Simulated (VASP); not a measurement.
# Y16C (a cell with a defect) in VASP: single point with PBEsol

Aim: the single point of Y16C (a cell with a defect) with PBEsol.

Program: VASP 6.6.1. These are calculated values, not measurements. Logs are shortened: lines on timing, memory, paths and dates and some standing lists are left out, and cuts for length are marked.

## Step 1: The cell of the first run

The cell holds a defect, 17 atoms: a = 7.300 Å, b = 6.322 Å, c = 11.468 Å, α = 90.00°, β = 90.00°, γ = 90.00°.

## Step 2: Single point, PBEsol

INCAR

```
PREC = Accurate ; ENCUT = 520
EDIFF = 1E-6 ; ISMEAR = 0
SIGMA = 0.05 ; LREAL = Auto
LASPH = T ; NELM = 100
ALGO = Normal ; ISIF = 2
LWAVE = F ; LCHARG = T
GGA = PS ; LELF = T
LVHAR = T ; NBANDS = 104
```

KPOINTS

```
regular mesh
0
Gamma
  3 3 2
```

POSCAR

```
Y16C
1.0
   -3.6500000000     -6.3219850000      0.0000000000
    5.4750000000     -3.1609930000      0.0000000000
    0.0000000000      0.0000000000     11.4683000000
Y C
16 1
Direct
    0.7502206090      0.4716199772      0.0033648253
    0.4950560791      0.3335382184      0.2595648901
    0.7502598885      0.5067492483      0.5034668478
    0.4950888859      0.3334672966      0.7472688975
    0.4806257245      0.0081028629      0.0034186407
    0.2502430669      0.8342231295      0.2636103386
    0.5048087239      0.0001974930      0.5034045620
    0.2502491443      0.8341433082      0.7432417361
    0.2502146159      0.5103379090      0.0033943007
    0.0054083539      0.3335496465      0.2595692741
    0.2502552572      0.4932785394      0.5034325122
    0.0054254392      0.3334495157      0.7472767095
    0.0198522322      0.0081231600      0.0034515601
    0.7502464074      0.8338131462      0.2235432191
   -0.0043031399      0.0001837398      0.5034064016
    0.7502742899      0.8337977127      0.7833309572
    0.7502407221      0.8319148968      0.0035101273
```

Potentials or basis: VASP PAW PBE potentials, release 64 (Y_sv, C).

On the command line:

```console
> cat potpaw_PBE.64/Y_sv/POTCAR potpaw_PBE.64/C/POTCAR > POTCAR
> mpirun -np 1 vasp_std > vasp.out
```

OUTCAR:

```text
PREC = Accurate
   ENCUT = 520
   EDIFF = 1E-6
   ISMEAR = 0
   LREAL = Auto
   LASPH = T
   NELM = 100
   ISIF = 2
   GGA = PS

 ion  position               nearest neighbor table
   1  0.750  0.472  0.003-  17 2.28  16 3.41  14 3.41   5 3.53  13 3.53   4 3.59  12 3.59   2 3.59
                            10 3.59   9 3.66   9 3.66   5 3.92  13 3.92
   2  0.495  0.334  0.260-  11 3.47   7 3.50   3 3.53  10 3.57   1 3.59   5 3.59   9 3.62   6 3.63
                             6 3.64  14 3.69  14 3.69  10 3.73
   3  0.750  0.507  0.503-   4 3.53  12 3.53  10 3.53   2 3.53  15 3.60   7 3.60  11 3.65  11 3.65
                             7 3.67  15 3.67  16 3.82  14 3.82
   4  0.495  0.333  0.747-  11 3.47   7 3.50   3 3.53  12 3.57   1 3.59   5 3.59   9 3.62   8 3.63
                             8 3.64  16 3.69  16 3.69  12 3.73
   5  0.481  0.008  0.003-  17 2.26  13 3.36  16 3.39  14 3.39   1 3.53   9 3.57   4 3.59   2 3.59
                             9 3.59   8 3.60   6 3.60   1 3.92  13 3.94
   6  0.250  0.834  0.264-  15 3.48   7 3.48  11 3.49  13 3.60   5 3.60   9 3.62   2 3.63  10 3.63
                             2 3.64  10 3.64  14 3.68  14 3.68
   7  0.505  0.000  0.503-   6 3.48   8 3.48   4 3.50   2 3.50  15 3.58   3 3.60  11 3.63   3 3.67
                            11 3.70  15 3.72  14 3.82  16 3.82
   8  0.250  0.834  0.743-  15 3.48   7 3.48  11 3.49   5 3.60  13 3.60   9 3.62  12 3.63   4 3.63
                             4 3.64  12 3.64  16 3.68  16 3.68
   9  0.250  0.510  0.003-  13 3.57   5 3.57  13 3.59   5 3.59  12 3.62   4 3.62  10 3.62   2 3.62
                             8 3.62   6 3.62   1 3.66   1 3.66
  10  0.005  0.334  0.260-  11 3.47  15 3.50   3 3.53   2 3.57   1 3.59  13 3.59   9 3.62   6 3.63
                             6 3.64  14 3.69  14 3.69   2 3.73
  11  0.250  0.493  0.503-   4 3.47   2 3.47  12 3.47  10 3.47   8 3.49   6 3.49   7 3.63  15 3.63
                             3 3.65   3 3.65  15 3.70   7 3.70
  12  0.005  0.333  0.747-  11 3.47  15 3.50   3 3.53   4 3.57   1 3.59  13 3.59   9 3.62   8 3.63
                             8 3.64  16 3.69  16 3.69   4 3.73
  13  0.020  0.008  0.003-  17 2.26   5 3.36  14 3.39  16 3.39   1 3.53   9 3.57  10 3.59  12 3.59
                             9 3.59   6 3.60   8 3.60   1 3.92   5 3.94
  14  0.750  0.834  0.224-  17 2.52  13 3.39   5 3.39   1 3.41   6 3.68   6 3.68  10 3.69   2 3.69
                            10 3.69   2 3.69   3 3.82   7 3.82  15 3.82
  15  0.996  0.000  0.503-   6 3.48   8 3.48  12 3.50  10 3.50   7 3.58   3 3.60  11 3.63   3 3.67
                            11 3.70   7 3.72  14 3.82  16 3.82
  16  0.750  0.834  0.783-  17 2.53   5 3.39  13 3.39   1 3.41   8 3.68   8 3.68  12 3.69   4 3.69
                            12 3.69   4 3.69   3 3.82  15 3.82   7 3.82
  17  0.750  0.832  0.004-   5 2.26  13 2.26   1 2.28  14 2.52  16 2.53

  LATTYP: Found a simple orthorhombic cell.
 ALAT       =     6.3219855857
 B/A-ratio  =     1.1547004518
 C/A-ratio  =     1.8140345062

  Lattice vectors:

 A1 = (  -5.4750000000,   3.1609930000,   0.0000000000)
 A2 = (  -3.6500000000,  -6.3219850000,   0.0000000000)
 A3 = (   0.0000000000,   0.0000000000,  11.4683000000)

Analysis of symmetry for initial positions (statically):
=====================================================================
 Subroutine PRICEL returns:
 Original cell was already a primitive cell.

 Routine SETGRP: Setting up the symmetry group for a
 simple orthorhombic supercell.

 Subroutine GETGRP returns: Found  1 space group operations
 (whereof  1 operations were pure point group operations)
 out of a pool of  8 trial point group operations.

The static configuration has the point symmetry C_1 .

Analysis of symmetry for dynamics (positions and initial velocities):
=====================================================================
 Subroutine PRICEL returns:
 Original cell was already a primitive cell.

 Routine SETGRP: Setting up the symmetry group for a
 simple orthorhombic supercell.

 Subroutine GETGRP returns: Found  1 space group operations
 (whereof  1 operations were pure point group operations)
 out of a pool of  8 trial point group operations.

The dynamic configuration has the point symmetry C_1 .

 Subroutine INISYM returns: Found  1 space group operations
 (whereof  1 operations are pure point group operations),
 and found     1 'primitive' translations

----------------------------------------------------------------------------------------

                                     Primitive cell

  volume of cell :     529.2677

  direct lattice vectors                    reciprocal lattice vectors
    -3.650000000 -6.321985000  0.000000000    -0.068493159 -0.118633621  0.000000000
     5.475000000 -3.160993000  0.000000000     0.136986296 -0.079089080  0.000000000
     0.000000000  0.000000000 11.468300000     0.000000000  0.000000000  0.087196882

  length of vectors
[... 59 lines left out ...]
  Shift w.r.t. Gamma in fractional coordinates (k-lattice)
     0.000000000  0.000000000  0.000000000

 Subroutine IBZKPT returns following result:
 ===========================================

 Found     10 irreducible k-points:

 Following reciprocal coordinates:
            Coordinates               Weight
  0.000000  0.000000  0.000000      1.000000
  0.333333 -0.000000  0.000000      2.000000
 -0.000000  0.333333  0.000000      2.000000
  0.333333  0.333333  0.000000      2.000000
 -0.333333  0.333333  0.000000      2.000000
  0.000000  0.000000  0.500000      1.000000
  0.333333 -0.000000  0.500000      2.000000
 -0.000000  0.333333  0.500000      2.000000
  0.333333  0.333333  0.500000      2.000000
 -0.333333  0.333333  0.500000      2.000000
   k-points           NKPTS =     10   k-points in BZ     NKDIM =     10   number of bands    NBANDS=    104
   number of dos      NEDOS =    301   number of ions     NIONS =     17
   total plane-waves  NPLWV = 233280
   dimension x,y,z NGX =    54 NGY =   48 NGZ =   90
   dimension x,y,z NGXF=   108 NGYF=   96 NGZF=  180
   ions per type =              16   1
   NGX,Y,Z   is equivalent  to a cutoff of  12.30, 12.62, 13.05 a.u.
   NGXF,Y,Z  is equivalent  to a cutoff of  24.60, 25.24, 26.09 a.u.
 SYSTEM =  unknown system
   PREC   = accura    normal or accurate (medium, high low for compatibility)
   ISTART =      0    job   : 0-new  1-cont  2-samecut
   ICHARG =      2    charge: 1-file 2-atom 10-const
   ISPIN  =      1    spin polarized calculation?
   LNONCOLLINEAR =      F non collinear calculations
   LSORBIT =      F    spin-orbit coupling
   LASPH  =      T    aspherical Exc in radial PAW
   ENCUT  =  520.0 eV  38.22 Ry    6.18 a.u.  13.57 11.75 21.32*2*pi/ulx,y,z
   NELM   =    100;   NELMIN=  2; NELMDL= -5     # of ELM steps
   EDIFF  = 0.1E-05   stopping-criterion for ELM
   LREAL  =      T    real-space projection
   EDIFFG = 0.1E-04   stopping-criterion for IOM
   NSW    =      0    number of steps for IOM
   IBRION =     -1    ionic relax: 0-MD 1-quasi-New 2-CG
   NFREE  =      0    steps in history (QN), initial steepest desc. (CG)
   ISIF   =      2    stress and relaxation
   ISYM   =      2    0-nonsym 1-usesym 2-fastsym
   POTIM  = 0.5000    time-step for ionic-motion
   TEBEG  =    0.0;   TEEND  =   0.0 temperature during run
   PSTRESS=    0.0 pullay stress
   NELECT =     180.0000    total number of electrons
   NUPDOWN=      -1.0000    fix difference up-down
   EMIN   =  10.00;   EMAX   =-10.00  energy-range for DOS
   EFERMI =   0.00;   METHOD = LEGACY
   ISMEAR =     0;   SIGMA  =   0.05  broadening in eV -4-tet -1-fermi 0-gaus
   EFERMI_NEDOS =   21; number of points for ismear=-14 and -15
   IALGO  =     38    algorithm
   IMIX   =      4    mixing-type and parameters
     AMIX     =   0.40;   BMIX     =  1.00
     AMIX_MAG =   1.60;   BMIX_MAG =  1.00
  volume/ion in A,a.u.               =      31.13       210.10
  Fermi-wavevector in a.u.,A,eV,Ry     =   1.142722  2.159431 17.766668  1.305813
  Thomas-Fermi vector in A             =   2.279419
   LORBIT       =      0    0 simple, 1 ext, 2 COOP (PROOUT), +10 PAW based schemes
   GGA     = PS    functional components
   LHFCALC =     F    Hartree Fock is set to
   AEXX    =    0.0000 exact exchange contribution
   IVDW    =     0    specifies the selected vdW correction
   LEPSILON=     F    determine dielectric tensor
   LRPA    =     F    only Hartree local field effects (RPA)
 non-spin polarized calculation
 Gauss-broadening in eV      SIGMA  =   0.05
  energy-cutoff  :      520.00
  volume of cell :      529.27
 maximum number of plane-waves:     14281
 NGX is ok and might be reduce to    54
   NGX = 27   NGY = 23   NGZ = 43

 number of electron     180.0000001 magnetization

 Free energy of the ion-electron system (eV)
  ---------------------------------------------------
  ext. energy  EPLUGINS =         0.00000000
  ---------------------------------------------------
  free energy    TOTEN  =      -118.34394402 eV

  energy without entropy =     -118.30298378  energy(sigma->0) =     -118.32346390

 E-fermi :   2.9192     XC(G=0):  -9.5763

 val. band max:        2.9189893418   @ k =   0.3333   0.3333   0.0000
 cond. band min:       2.9242431456   @ k =   0.0000   0.0000   0.5000
 fundamental gap:      0.0052538039
 Fermi energy:         2.9192009529

 k-point     1 :       0.0000    0.0000    0.0000
  band No.  band energies     occupation
      1     -39.7311      2.00000
      2     -39.7257      2.00000
      3     -39.6967      2.00000
      4     -39.6886      2.00000
      5     -39.6402      2.00000
      6     -39.6366      2.00000
[... 1039 lines left out ...]
    101       3.9270      0.00000
    102       3.9524      0.00000
 [bands above 102 left out]

------------------------ aborting loop because EDIFF is reached ----------------------------------------

  FORCE on cell =-STRESS in cart. coord.  units (eV):
  Direction    XX          YY          ZZ          XY          YZ          ZX
  --------------------------------------------------------------------------------------
  -------------------------------------------------------------------------------------
  Total       -3.8692375     -3.3962464     -8.4331803      0.4088769      0.0024397     -0.0036465
  in kB      -11.7127963    -10.2809769    -25.5285755      1.2377352      0.0073853     -0.0110386
  external PRESSURE =     -15.8407829 kB  Pullay stress =       0.0000000 kB

 VOLUME and BASIS-vectors are now :
 -----------------------------------------------------------------------------
  energy-cutoff  :      520.00
  volume of cell :      529.27
      direct lattice vectors                 reciprocal lattice vectors
    -3.650000000 -6.321985000  0.000000000    -0.068493159 -0.118633621  0.000000000
     5.475000000 -3.160993000  0.000000000     0.136986296 -0.079089080  0.000000000
     0.000000000  0.000000000 11.468300000     0.000000000  0.000000000  0.087196882

 POSITION                                       TOTAL-FORCE (eV/Angst)
 -----------------------------------------------------------------------------------
     -0.15619     -6.23367      0.03859        -0.004915      0.002241      0.000802
      0.01917     -4.18405      2.97677         0.000544      0.000890     -0.001572
      0.03600     -6.34496      5.77391        -0.001484      0.000957     -0.000868
      0.01866     -4.18403      8.56990         0.000851      0.000402      0.002437
     -1.70992     -3.06412      0.03921         0.005026      0.002336      0.000019
      3.65398     -4.21901      3.02316        -0.001982      0.000763     -0.002511
[... 9 lines left out ...]
      1.82654     -7.37885      8.98347         0.001058      0.000161      0.000368
      1.81636     -7.37269      0.04026        -0.000535      0.000562     -0.003919
 -----------------------------------------------------------------------------------
    total drift:                               -0.001309      0.000666     -0.004048

  FREE ENERGIE OF THE ION-ELECTRON SYSTEM (eV)
  ---------------------------------------------------
  free  energy   TOTEN  =      -118.3439440224 eV

  energy  without entropy=     -118.3029837769  energy(sigma->0) =     -118.32346390
```

It took 45 min on 1 thread of Intel Xeon 8259CL, shared host; peak memory 0.74 GiB.

What came out:

```yaml
Free_energy: -118.3439 eV
Pressure: -1.6 GPa
Largest_force: 0.006 eV/Å
Band_gap_on_the_k_mesh: zero (bands 90 and 91 overlap by 0.19 eV)
```

Forces in eV/Å, atoms in the order of the input:
```
Y   -0.005  0.002  0.001
Y    0.001  0.001 -0.002
Y   -0.001  0.001 -0.001
Y    0.001  0.000  0.002
Y    0.005  0.002  0.000
Y   -0.002  0.001 -0.003
Y    0.002  0.001  0.001
Y   -0.002  0.001  0.003
Y    0.002 -0.001  0.000
Y    0.000 -0.001 -0.001
Y    0.000  0.000 -0.001
Y    0.000 -0.001  0.002
Y    0.000 -0.005  0.000
Y    0.000  0.000  0.000
Y    0.000 -0.002  0.001
Y    0.001  0.000  0.000
C   -0.001  0.001 -0.004
```

Stress tensor (GPa, compression positive):
```
-1.17  0.12  0.00
 0.12 -1.03  0.00
 0.00  0.00 -2.55
```

Caveat: the PAW data sets were made with another functional, which shifts forces and pressure a little.
